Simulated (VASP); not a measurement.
# Ge2Sb2Te5: single point with PBE

Ge2Sb2Te5:

```
Te Sb Ge
1.0
     6.83914   -3.06601    0.00000
     6.83914    3.06601    0.00000
    -6.83098    0.00000    6.84761
Te Sb Ge
5 2 2
Direct
  0.59470 0.59470 0.38643
  0.79529 0.79529 0.19611
  0.00832 0.00832 0.00643
  0.20652 0.20652 0.80980
  0.39996 0.39996 0.59712
  0.90171 0.90171 0.58787
  0.11187 0.11187 0.41735
  0.28429 0.28429 0.18783
  0.49734 0.49734 0.01104
```

| Property | Result |
| --- | --- |
| Program | VASP 6.6.1 |
| Task | single point |
| Functional | PBE |
| Potentials or basis | VASP PAW PBE potentials, release 64 (Te, Sb, Ge_d) |
| Cutoff | 520 eV |
| k mesh | 5 × 5 × 4 |
| Occupations | gaussian, width 0.014 eV |
| Spin | no spin polarisation |

```json
{"Pressure": "-0.1 GPa", "Largest force": "0.188 eV/Å", "Band gap on the k mesh": "0.25 eV (least direct gap 0.32 eV)"}
```

Forces in eV/Å, atoms in the order of the input:
```
Te   0.016  0.000  0.078
Te   0.004  0.000 -0.036
Te  -0.011  0.000  0.020
Te   0.049  0.000 -0.051
Te   0.105  0.000 -0.008
Sb   0.044  0.000 -0.116
Sb  -0.043  0.000  0.049
Ge  -0.186  0.000 -0.030
Ge   0.023  0.000  0.094
```

Stress tensor (GPa, compression positive):
```
 0.11  0.00 -0.09
 0.00 -0.39  0.00
-0.09  0.00  0.00
```

Levels at points of the mesh, in eV from the valence-band top:
```tsv
k point	band 31	band 32	band 33	band 34	band 35	band 36	band 37	band 38
(0.00, 0.00, 0.00)	-0.77	-0.48	-0.40	-0.39	1.06	1.36	2.45	2.49
(0.00, 0.00, 0.50)	-0.72	-0.68	-0.60	-0.28	0.71	1.48	1.85	2.57
```

Wall time 7.8 min on 1 thread of Intel(R) Xeon(R) Platinum 8488C (Sapphire Rapids), on a shared host, peak memory 0.72 GiB.

Caveat: spin-orbit coupling is left out, which moves the levels of the heavy elements; an odd mesh through Γ misses points on the zone boundary, where band edges can lie.
